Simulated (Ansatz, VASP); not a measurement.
ReBi in VASP and in Ansatz

The input INCAR:

```
SYSTEM = ReBi
ALGO = Normal
EDIFF = 1E-6
ENCUT = 520
GGA = PE
ISIF = 2
ISMEAR = -1
LASPH = .True.
LCHARG = .False.
LREAL = .False.
LWAVE = .False.
NBANDS = 18
NELM = 80
PREC = Accurate
SIGMA = 0.1
```

The input KPOINTS:

```
k-points
0
Gamma
  11 11 11
  0 0 0
```

The input POSCAR:

```
ReBi
1.0
    0.0000000000      2.9829166390      2.9829166390
    2.9829166390      0.0000000000      2.9829166390
    2.9829166390      2.9829166390      0.0000000000
Re Bi
1 1
Direct
    0.0000000000      0.0000000000      0.0000000000
    0.2500000000      0.2500000000      0.2500000000
```

Input for Ansatz:

```yaml
crystal:
  lattice:
    - [0.0, 2.982916639, 2.982916639]
    - [2.982916639, 0.0, 2.982916639]
    - [2.982916639, 2.982916639, 0.0]
  atoms:
    - { symbol: Re, position: [0.0, 0.0, 0.0] }
    - { symbol: Bi, position: [0.25, 0.25, 0.25] }
kpoints:
  mp_grid: { grid: [11, 11, 11] }
scf:
  occupations: { method: fermi_dirac, width: 0.1 }
hamiltonian:
  xc: pbe
  pseudopotentials: { kind: paw }
output:
  forces: true
  stress: true
  eigenvalues: true
  populations: true
```

Change from the starting cell: volume scaled by 0.88, PAW files.

Alike in both runs: task single point; functional PBE; k mesh 11 × 11 × 11; occupations fermi-dirac, width 0.1 eV; no spin polarisation.

```csv
,VASP,Ansatz
version,VASP 6.6.1,Ansatz 0.2.0
potentials or method,"VASP PAW PBE potentials, release 64 (Re, Bi_d)","PAW with Ansatz's default frozen-core files, scalar-relativistic"
plane-wave cutoff (eV),520,420
valence electrons in the cell,22,30
```

Ansatz gave:

| Quantity | Value |
| --- | --- |
| pressure (GPa) | 13.8 |

**Question.** Which values does VASP return?

**Answer.** Pressure (GPa): 14.0.

The functional is the same, so the differences come from potentials, cutoffs and numerics. VASP's potentials hold 22 valence electrons a cell and Ansatz's 30, so a difference there can come from the potentials and not from the codes.

Neither program's run includes spin-orbit coupling.
